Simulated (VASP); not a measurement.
Input of a VASP 6.6.1 run:

Contents of INCAR:

```
ALGO     = Normal         # electronic algorithm
EDIFF    = 1E-6           # SCF threshold, eV
ENCUT    = 500            # plane-wave cutoff, eV
GGA      = PS             # functional
GGA_COMPAT= F            
ISIF     = 2              # what is computed and relaxed
ISMEAR   = -1             # smearing method
LASPH    = T              # aspherical terms in the spheres
LCHARG   = F              # write CHGCAR
LREAL    = F              # projectors in reciprocal space
LWAVE    = F              # write WAVECAR
NBANDS   = 9              # bands
NELM     = 120            # most SCF steps
PREC     = Accurate       # precision mode
SIGMA    = 0.1            # smearing width, eV
```

The input KPOINTS:

```
k-points
0
Gamma
  14 14 14
```

File POSCAR:

```
S
1.0
    1.7969194412      1.0374519231      1.4668661981
   -1.7969194412      1.0374519231      1.4668661981
    0.0000000000     -2.0749038462      1.4668661981
S
1
Direct
    0.0000000000      0.0000000000      0.0000000000
```

Potentials or basis: VASP PAW PBE potentials, release 64 (S).

The run is started by

```console
$ cat potpaw_PBE.64/S/POTCAR > POTCAR
$ mpirun -np 1 vasp_std > vasp.out
```

Estimate the band gap on the k mesh.

zero (bands 3 and 4 overlap by 7.20 eV).

Estimate the pressure.

0.1 GPa.

Caveat: the PAW data sets were made with another functional, which shifts forces and pressure a little.
